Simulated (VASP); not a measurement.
A run of VASP 6.6.1 is set up as follows.

The input INCAR:

```
PREC = Accurate ; ENCUT = 600
EDIFF = 1E-6 ; ISMEAR = 0
SIGMA = 0.1 ; LREAL = F
LASPH = T ; NELM = 80
ALGO = Fast ; ISIF = 3
LWAVE = F ; LCHARG = F
GGA = PS ; IBRION = 2
NSW = 80 ; EDIFFG = -0.05
```

Contents of KPOINTS:

```
Automatic mesh
0
Gamma
  6 6 6
```

File POSCAR:

```
Sc
1.0
    0.0000000000      2.5307160714      2.5307160714
    2.5307160714      0.0000000000      2.5307160714
    2.5307160714      2.5307160714      0.0000000000
Sc
1
Direct
    0.0000000000      0.0000000000      0.0000000000
```

Potentials or basis: VASP PAW PBE potentials, release 64 (Sc_sv).

The run is started by

```bash
$ cat potpaw_PBE.64/Sc_sv/POTCAR > POTCAR
$ mpirun -np 1 vasp_std > vasp.out
```

Task: Estimate the space group after relaxing (to 0.05 Å).

Result: Fm-3m (No. 225).

Task: Estimate the relaxed cell.

Result: a = 3.221 Å, b = 3.221 Å, c = 3.221 Å, α = 60.00°, β = 60.00°, γ = 60.00°.

Task: Estimate the relaxed volume.

Result: 23.63 Å³/atom.

Final structure:
```
Sc
1.0
     0.00000    2.27773    2.27773
     2.27773    0.00000    2.27773
     2.27773    2.27773    0.00000
Sc
1
Direct
  0.00000 0.00000 0.00000
```

Caveat: the volume moved by over 15 % at a fixed basis, so the end points are rough; the PAW data sets were made with another functional, which shifts forces and pressure a little.
